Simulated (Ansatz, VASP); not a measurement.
## One calculation of TiAl3F, two programs

```xyz
5
Lattice="4.1345 0.0000 0.0000 0.0000 4.1345 0.0000 0.0000 0.0000 4.1345" Properties=species:S:1:pos:R:3 pbc="T T T"
Ti    0.0000    0.0000    0.0000
Al    0.0000    2.0672    2.0672
Al    2.0672    0.0000    2.0672
Al    2.0672    2.0672    0.0000
F     2.0672    2.0672    2.0672
```

Change from the starting cell: species swapped into the LuBRh3 type (Pm-3m, No. 221).

Alike in both runs: task relaxation of cell and atoms; functional PBE; k mesh 4 × 4 × 4; occupations gaussian, width 0.1 eV; collinear spin.

|  | VASP | Ansatz |
| --- | --- | --- |
| version | VASP 6.6.1 | Ansatz 0.2.0 |
| potentials or method | VASP PAW PBE potentials, release 64 (Ti_sv, Al, F), cutoff 600 eV | scalar-relativistic, plane waves, PAW |
| valence electrons in the cell | 28 | 28 |

Ansatz gave:

```
gap on the k mesh at the Fermi level, each at its own relaxed structure (eV) : none
net moment per atom (μB)                                                     : 0.00
relaxed volume (Å³/atom)                                                     : 15.46
relaxed length of the cell vector where the two differ most in proportion (Å)              : 4.259
```

Q: Which values does VASP return?

A: gap on the k mesh at the Fermi level, each at its own relaxed structure (eV): none; net moment per atom (μB): 0.00; relaxed volume (Å³/atom): 15.43; relaxed length of the cell vector where the two differ most in proportion (Å): 4.257.

A gap of «none» marks a metal or a gap that the smearing closes. Ansatz's warnings: seeded moment not kept.

The k mesh is coarse, so the values compare programs but aren't converged.
